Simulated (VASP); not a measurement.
# CoO (Fm-3m) in VASP: further runs, part 2 of 2

VASP 6.6.1.

## 4. Relaxation of cell and atoms, PBE+D3(BJ), collinear spin, ferromagnetic start

This run uses another cell than the first one, of 9.68 Å³/atom, 0.976 times its volume.

INCAR

```
ALGO = Normal
EDIFF = 1E-6
EDIFFG = -0.01
ENCUT = 600
GGA = PE
IBRION = 2
ISIF = 3
ISMEAR = -1
ISPIN = 2
IVDW = 12
LASPH = True
LCHARG = False
LMAXMIX = 4
LORBIT = 11
LREAL = False
LWAVE = False
MAGMOM = 2 0
NELM = 150
NSW = 60
PREC = Accurate
SIGMA = 0.05
```

KPOINTS

```
k-points
0
Gamma
  11 11 11
```

POSCAR

```
CoO
1.0
    0.0000000000      2.1315000000      2.1315000000
    2.1315000000      0.0000000000      2.1315000000
    2.1315000000      2.1315000000      0.0000000000
Co O
1 1
Direct
    0.0000000000      0.0000000000      0.0000000000
    0.5000000000      0.5000000000      0.5000000000
```

Command:

```
> cat potpaw_PBE.64/Co/POTCAR potpaw_PBE.64/O/POTCAR > POTCAR
> mpirun -np 1 vasp_std > vasp.out
```

Wall time 47 s (1 thread of Intel Xeon 6975P-C, shared host); peak memory 0.18 GiB.

The run converged. Its results:

```
Free energy                                           : -13.5213 eV
Relaxed volume                                        : 9.31 Å³/atom
Relaxed cell                                          : a = 2.975 Å, b = 2.975 Å, c = 2.975 Å, α = 60.00°, β = 60.00°, γ = 60.00°
Space group after relaxing (to 0.05 Å)                : Fm-3m (No. 225)
Energy gained by relaxing                             : -29.1 meV/atom
Ionic steps                                           : 4
Pressure after relaxing                               : 0.0 GPa
Net moment                                            : 2.81 μB per cell
Site moments                                          : Co +2.49; O +0.28 μB
Valence electrons inside the program's atomic spheres : Co 7.86; O 4.99
Dispersion energy per atom                            : -0.230 eV
```

Step by step:
```csv
step,energy change (eV),largest force (eV/Å),pressure (GPa),volume (Å³)
1,0.0000,0.0000,-7.01,19.37
2,0.0636,0.0000,3.99,18.20
3,0.0583,0.0000,0.19,18.61
4,0.0583,0.0000,0.05,18.62
```

Final structure:
```
Co O
1.0
     0.00000    2.10387    2.10387
     2.10387    0.00000    2.10387
     2.10387    2.10387    0.00000
Co O
1 1
Direct
  0.00000 0.00000 0.00000
  0.50000 0.50000 0.50000
```

Levels at points of the mesh, in eV from the Fermi level:
Spin up:
| k point | band 6 | band 7 | band 8 | band 9 | band 10 | band 11 | band 12 |
| --- | --- | --- | --- | --- | --- | --- | --- |
| (0.00, 0.00, 0.00) | -3.24 | -3.07 | -3.07 | -3.07 | 1.20 | 16.98 | 18.44 |
Spin down:
| k point | band 3 | band 4 | band 5 | band 6 | band 7 | band 8 | band 9 | band 10 |
| --- | --- | --- | --- | --- | --- | --- | --- | --- |
| (0.00, 0.00, 0.00) | -2.76 | -2.76 | -1.18 | -1.18 | -1.18 | 0.01 | 0.01 | 1.72 |

Caveat: a cell with one magnetic atom can't hold antiferromagnetic order, which such compounds often take; semilocal functionals often make such compounds metallic where correlation or magnetic order opens a gap, which also shifts bond lengths; pairwise dispersion overbinds metals, which lowers pressure and volume.

## 5. Relaxation of cell and atoms, r2SCAN+D4, collinear spin, ferromagnetic start

This run uses another cell than the first one, of 9.68 Å³/atom, 0.976 times its volume.

POSCAR is that of step 4.

INCAR.step1

```
SYSTEM = CoO
  PREC = Accurate
  ENCUT = 600
  ISMEAR = -1
  SIGMA = 0.05
  LREAL = .False.
  LASPH = .True.
  NELM = 150
  ISPIN = 2
  MAGMOM = 2 0
  LMAXMIX = 4
  GGA = PE
  ALGO = Normal
  EDIFF = 1E-4
  LWAVE = .True.
  LCHARG = .False.
```

INCAR.step2

```
SYSTEM = CoO
  PREC = Accurate
  ENCUT = 600
  EDIFF = 1E-6
  ISMEAR = -1
  SIGMA = 0.05
  LREAL = .False.
  LASPH = .True.
  NELM = 150
  ALGO = Normal
  ISIF = 3
  LWAVE = .False.
  LCHARG = .False.
  ISPIN = 2
  MAGMOM = 2 0
  LORBIT = 11
  LMAXMIX = 4
  METAGGA = R2SCAN
  LMIXTAU = .True.
  IVDW = 13
  VDW_S6 = 1.0
  VDW_S8 = 0.6018749
  VDW_A1 = 0.51559235
  VDW_A2 = 5.77342911
  IBRION = 2
  NSW = 60
  EDIFFG = -0.01
  ISTART = 1
```

KPOINTS

```
regular mesh
0
Gamma
  11 11 11
  0 0 0
```

Potentials or basis: VASP PAW PBE potentials, release 64 (Co, O).

Command:

```
> cat potpaw_PBE.64/Co/POTCAR potpaw_PBE.64/O/POTCAR > POTCAR
> cp INCAR.step1 INCAR
> mpirun -np 1 vasp_std > vasp.out
> cp INCAR.step2 INCAR
> mpirun -np 1 vasp_std > vasp.out
```

OUTCAR:

```text
SYSTEM = CoO
   PREC = Accurate
   ENCUT = 600
   EDIFF = 1E-6
   ISMEAR = -1
   LREAL = .False.
   LASPH = .True.
   NELM = 150
   ISIF = 3
   ISPIN = 2
   LORBIT = 11
   METAGGA = R2SCAN
   IVDW = 13
   IBRION = 2
   NSW = 60
   EDIFFG = -0.01
   ISTART = 1

 ion  position               nearest neighbor table
   1  0.000  0.000  0.000-   2 2.13   2 2.13   2 2.13   2 2.13   2 2.13   2 2.13
   2  0.500  0.500  0.500-   1 2.13   1 2.13   1 2.13   1 2.13   1 2.13   1 2.13

  LATTYP: Found a face centered cubic cell.
 ALAT       =     4.2630000000

  Lattice vectors:

 A1 = (   0.0000000000,   2.1315000000,   2.1315000000)
 A2 = (   2.1315000000,   0.0000000000,   2.1315000000)
 A3 = (   2.1315000000,   2.1315000000,   0.0000000000)

Analysis of symmetry for initial positions (statically):
[... 25 lines left out ...]
The dynamic configuration has the point symmetry O_h .

Analysis of structural, dynamic, and magnetic symmetry:
=====================================================================
 Subroutine PRICEL returns:
[... 7 lines left out ...]
 out of a pool of 48 trial point group operations.

The overall configuration has the point symmetry O_h .

 Subroutine INISYM returns: Found 48 space group operations
[... 5 lines left out ...]
                                     Primitive cell

  volume of cell :      19.3681

  direct lattice vectors                    reciprocal lattice vectors
     0.000000000  2.131500000  2.131500000    -0.234576589  0.234576589  0.234576589
     2.131500000  0.000000000  2.131500000     0.234576589 -0.234576589  0.234576589
     2.131500000  2.131500000  0.000000000     0.234576589  0.234576589 -0.234576589

  length of vectors
     3.014396208  3.014396208  3.014396208     0.406298571  0.406298571  0.406298571

  position of ions in fractional coordinates (direct lattice)
     0.000000000  0.000000000  0.000000000
     0.500000000  0.500000000  0.500000000

  ion indices of the primitive-cell ions
   primitive index   ion index
                 1           1
                 2           2

----------------------------------------------------------------------------------------

 KPOINTS: regular mesh

Automatic generation of k-mesh.
 Grid dimensions read from file:
 generate k-points for:   11   11   11

 Generating k-lattice:

  Cartesian coordinates                     Fractional coordinates (reciprocal lattice)
    -0.021325144  0.021325144  0.021325144     0.090909091  0.000000000  0.000000000
     0.021325144 -0.021325144  0.021325144     0.000000000  0.090909091  0.000000000
     0.021325144  0.021325144 -0.021325144     0.000000000  0.000000000  0.090909091

  Length of vectors
     0.036936234  0.036936234  0.036936234

  Shift w.r.t. Gamma in fractional coordinates (k-lattice)
     0.000000000  0.000000000  0.000000000

 Subroutine IBZKPT returns following result:
 ===========================================

 Found     56 irreducible k-points:

 Following reciprocal coordinates:
            Coordinates               Weight
  0.000000  0.000000  0.000000      1.000000
  0.090909  0.000000  0.000000      8.000000
  0.181818  0.000000  0.000000      8.000000
  0.272727  0.000000  0.000000      8.000000
  0.363636  0.000000  0.000000      8.000000
  0.454545  0.000000  0.000000      8.000000
[... 16 lines left out ...]
 -0.272727  0.181818  0.000000     24.000000
 -0.181818  0.181818  0.000000     12.000000
 [... further k-points ...]
   k-points           NKPTS =     56   k-points in BZ     NKDIM =     56   number of bands    NBANDS=     12
   number of dos      NEDOS =    301   number of ions     NIONS =      2
   total plane-waves  NPLWV =  13824
   dimension x,y,z NGX =    24 NGY =   24 NGZ =   24
   dimension x,y,z NGXF=    48 NGYF=   48 NGZF=   48
   ions per type =               1   1
   NGX,Y,Z   is equivalent  to a cutoff of  13.24, 13.24, 13.24 a.u.
   NGXF,Y,Z  is equivalent  to a cutoff of  26.47, 26.47, 26.47 a.u.
 SYSTEM =  CoO
   PREC   = accura    normal or accurate (medium, high low for compatibility)
   ISTART =      1    job   : 0-new  1-cont  2-samecut
   ICHARG =      0    charge: 1-file 2-atom 10-const
   ISPIN  =      2    spin polarized calculation?
   LNONCOLLINEAR =      F non collinear calculations
   LSORBIT =      F    spin-orbit coupling
   LASPH  =      T    aspherical Exc in radial PAW
   ENCUT  =  600.0 eV  44.10 Ry    6.64 a.u.   6.02  6.02  6.02*2*pi/ulx,y,z
   NELM   =    150;   NELMIN=  2; NELMDL=  0     # of ELM steps
   EDIFF  = 0.1E-05   stopping-criterion for ELM
   LREAL  =      F    real-space projection
   EDIFFG = -.1E-01   stopping-criterion for IOM
   NSW    =     60    number of steps for IOM
   IBRION =      2    ionic relax: 0-MD 1-quasi-New 2-CG
   NFREE  =      1    steps in history (QN), initial steepest desc. (CG)
   ISIF   =      3    stress and relaxation
   ISYM   =      2    0-nonsym 1-usesym 2-fastsym
   POTIM  = 0.5000    time-step for ionic-motion
   TEBEG  =    0.0;   TEEND  =   0.0 temperature during run
   PSTRESS=    0.0 pullay stress
   NELECT =      15.0000    total number of electrons
   NUPDOWN=      -1.0000    fix difference up-down
   EMIN   =  10.00;   EMAX   =-10.00  energy-range for DOS
   EFERMI =   0.00;   METHOD = LEGACY
   ISMEAR =    -1;   SIGMA  =   0.05  broadening in eV -4-tet -1-fermi 0-gaus
   EFERMI_NEDOS =   21; number of points for ismear=-14 and -15
   IALGO  =     38    algorithm
   IMIX   =      4    mixing-type and parameters
     AMIX     =   0.40;   BMIX     =  1.00
     AMIX_MAG =   1.60;   BMIX_MAG =  1.00
  volume/ion in A,a.u.               =       9.68        65.35
  Fermi-wavevector in a.u.,A,eV,Ry     =   1.503407  2.841027 30.752334  2.260233
  Thomas-Fermi vector in A             =   2.614521
   LORBIT       =     11    0 simple, 1 ext, 2 COOP (PROOUT), +10 PAW based schemes
   METAGGA = R2SCAN    functional components
   LHFCALC =     F    Hartree Fock is set to
   AEXX    =    0.0000 exact exchange contribution
   IVDW    =    13    specifies the selected vdW correction
   LEPSILON=     F    determine dielectric tensor
   LRPA    =     F    only Hartree local field effects (RPA)
 conjugate gradient relaxation of ions
 spin polarized calculation
  energy-cutoff  :      600.00
  volume of cell :       19.37
 maximum number of plane-waves:       660
   NGX = 13   NGY = 13   NGZ = 13

--------------------------------------- Ionic step        1  -------------------------------------------

 number of electron      15.0000007 magnetization       2.9998795

 Free energy of the ion-electron system (eV)
  ---------------------------------------------------
  ext. energy  EPLUGINS =         0.00000000
  ---------------------------------------------------
  free energy    TOTEN  =       -21.06674980 eV

  energy without entropy =      -21.03307970  energy(sigma->0) =      -21.04991475

------------------------ aborting loop because EDIFF is reached ----------------------------------------

  DFT-D4 for vdW energy calculation

  Edisp (eV):   -0.20968
[... 71 lines left out ...]
--------------------------------------- Ionic step        3  -------------------------------------------

 number of electron      14.9999998 magnetization       2.9997781

 Free energy of the ion-electron system (eV)
  ---------------------------------------------------
  ext. energy  EPLUGINS =         0.00000000
  ---------------------------------------------------
  free energy    TOTEN  =       -21.08455626 eV

  energy without entropy =      -21.05352263  energy(sigma->0) =      -21.06903945

 E-fermi :   8.3759     XC(G=0): -13.3604

 val. band max:        8.3665874316   @ k =  -0.4545   0.3636   0.1818
 cond. band min:       8.3812223374   @ k =  -0.3636   0.4545   0.0909
 fundamental gap:      0.0146349059
 Fermi energy:         8.3759011607

 spin component 1

 k-point     1 :       0.0000    0.0000    0.0000
  band No.  band energies     occupation
      1     -13.2695      1.00000
      2       4.3052      1.00000
      3       4.3053      1.00000
      4       4.6794      1.00000
      5       4.6795      1.00000
      6       4.6795      1.00000
      7       4.9067      1.00000
      8       4.9067      1.00000
      9       4.9067      1.00000
     10       9.9916      0.00000
     11      26.0661      0.00000
     12      27.3540      0.00000
[... 333 lines left out ...]
      1     -12.4976      1.00000
      2       1.1588      1.00000
      3       2.0396      1.00000
      4       2.8615      1.00000
      5       4.9330      1.00000
      6       5.0124      1.00000
      7       5.8983      1.00000
      8       5.9920      1.00000
      9       7.7217      1.00000
     10      13.7537      0.00000
     11      20.6607      0.00000
     12      22.0008      0.00000

 [... further k-points ...]

 spin component 2

 k-point     1 :       0.0000    0.0000    0.0000
  band No.  band energies     occupation
      1     -12.7097      1.00000
      2       5.6384      1.00000
      3       5.6384      1.00000
      4       5.6384      1.00000
      5       7.1824      1.00000
      6       7.1824      1.00000
      7       7.1827      1.00000
      8       9.3456      0.00000
      9       9.3465      0.00000
     10      10.8001      0.00000
     11      26.3877      0.00000
     12      28.0724      0.00000
[... 378 lines left out ...]
  FREE ENERGIE OF THE ION-ELECTRON SYSTEM (eV)
  ---------------------------------------------------
  free  energy   TOTEN  =       -21.3001342837 eV

  energy  without entropy=      -21.2691006508  energy(sigma->0) =      -21.28461747

 reached required accuracy - stopping structural energy minimisation

 total charge

# of ion       s       p       d       tot
------------------------------------------
    1        0.309   0.396   7.131   7.837
    2        1.553   3.501   0.000   5.054
--------------------------------------------------
tot          1.862   3.897   7.131  12.891

 magnetization (x)

# of ion       s       p       d       tot
------------------------------------------
    1        0.024   0.021   2.644   2.689
    2        0.030   0.264   0.000   0.294
--------------------------------------------------
tot          0.054   0.284   2.644   2.983
```

It took 2.5 min on 1 thread of Intel Xeon 6975P-C, shared host; peak memory 0.18 GiB.

Results:

| Item | Value |
| --- | --- |
| Free energy | -21.3001 eV |
| Relaxed volume | 9.27 Å³/atom |
| Relaxed cell | a = 2.971 Å, b = 2.971 Å, c = 2.971 Å, α = 60.00°, β = 60.00°, γ = 60.00° |
| Space group after relaxing (to 0.05 Å) | Fm-3m (No. 225) |
| Energy gained by relaxing | 11.9 meV/atom |
| Ionic steps | 3 |
| Pressure after relaxing | 0.0 GPa |
| Band gap on the k mesh | zero (filled and empty bands overlap) |
| Net moment | 3.00 μB per cell |
| Site moments | Co +2.69; O +0.29 μB |
| Valence electrons inside the program's atomic spheres | Co 7.84; O 5.05 |
| Dispersion energy per atom | -0.108 eV |

Step by step:
```tsv
step	energy change (eV)	largest force (eV/Å)	pressure (GPa)	volume (Å³)
1	0.0000	0.0000	-8.70	19.37
2	-0.0093	0.0000	7.80	17.93
3	-0.0237	0.0000	-0.01	18.54
```

Final structure:
```cif
data_structure
_symmetry_space_group_name_H-M 'P 1'
_symmetry_Int_Tables_number 1
_cell_length_a 2.9707
_cell_length_b 2.9707
_cell_length_c 2.9707
_cell_angle_alpha 60.000
_cell_angle_beta 60.000
_cell_angle_gamma 60.000
_cell_volume 18.54
loop_
_atom_site_label
_atom_site_type_symbol
_atom_site_fract_x
_atom_site_fract_y
_atom_site_fract_z
_atom_site_occupancy
Co1 Co 0.00000 0.00000 0.00000 1
O1 O 0.50000 0.50000 0.50000 1
```

Caveat: the PAW data sets were made with another functional, which shifts forces and pressure a little; a cell with one magnetic atom can't hold antiferromagnetic order, which such compounds often take; semilocal functionals often make such compounds metallic where correlation or magnetic order opens a gap, which also shifts bond lengths; pairwise dispersion overbinds metals, which lowers pressure and volume.

## 6. Summary

| task | level | cell | cutoff (eV) | gap on the mesh (eV) | pressure (GPa) | moment (μB) | relaxed volume (Å³/atom) |
| --- | --- | --- | --- | --- | --- | --- | --- |
| single point | RPBE | a = 3.039 Å, angles 60.0°, 2 atoms | 520 | none | -0.2 | 2.97 | - |
| relaxation of cell and atoms | RPBE | relaxed from a = 3.014 Å, angles 60.0°, 2 atoms | 600 | none | 0.0 | 2.96 | 9.89 |
| relaxation of cell and atoms | PBE+D3(BJ) | relaxed from a = 3.014 Å, angles 60.0°, 2 atoms | 600 | none | 0.0 | 2.81 | 9.31 |
| relaxation of cell and atoms | r2SCAN+D4 | relaxed from a = 3.014 Å, angles 60.0°, 2 atoms | 600 | none | 0.0 | 3.00 | 9.27 |

Alike in all rows: potentials or basis VASP PAW PBE potentials, release 64 (Co, O); spin collinear, ferromagnetic start; k mesh 11 × 11 × 11; smearing fermi-dirac 0.05 eV.

Caveats: a cell with one magnetic atom can't hold antiferromagnetic order, which such compounds often take; semilocal functionals often make such compounds metallic where correlation or magnetic order opens a gap, which also shifts bond lengths; the PAW data sets were made with another functional, which shifts forces and pressure a little (some runs); pairwise dispersion overbinds metals, which lowers pressure and volume (some runs).

Absolute energies hang on the potentials; compare differences alone.
